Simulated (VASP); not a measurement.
Hf, 2 atoms in the cell. Symmetry: P6_3/mmc, No. 194, hexagonal system. The conventional cell has a = 3.160 Å, b = 3.160 Å, c = 5.160 Å, α = 90.00°, β = 90.00°, γ = 120.00°. Within 4.2 Å of Hf (site symmetry -6m2) lie 12 Hf at 3.16 Å. 

- Program: VASP 6.6.1
- Task: relaxation of cell and atoms
- Functional: revPBE
- Dispersion: D3(BJ)
- Potentials or basis: VASP PAW PBE potentials, release 64 (Hf_pv)
- Cutoff: 600 eV
- k mesh: 9 × 9 × 5
- Occupations: fermi-dirac, width 0.1 eV
- Spin: no spin polarisation
- Target pressure: 5 GPa
- Dipole correction: no
- Further INCAR settings: ALGO = Normal; EDIFF = 1e-06; IBRION = 2; EDIFFG = -0.03; NSW = 80; ISIF = 3

Potentials or basis: VASP PAW PBE potentials, release 64 (Hf_pv).

The run is started by

```bash
$ cat potpaw_PBE.64/Hf_pv/POTCAR > POTCAR
$ mpirun -np 1 vasp_std > vasp.out
```

Hardware: 1 thread of Intel(R) Xeon(R) 6975P-C (Granite Rapids), on a shared host.

Task: Estimate the wall time of this run.

Result: Run time: 45 s on 1 thread of Intel(R) Xeon(R) 6975P-C (Granite Rapids), with other jobs on the host, peak memory 0.2 GiB. Counts: scf iterations 39, k points 36, ion steps 5.
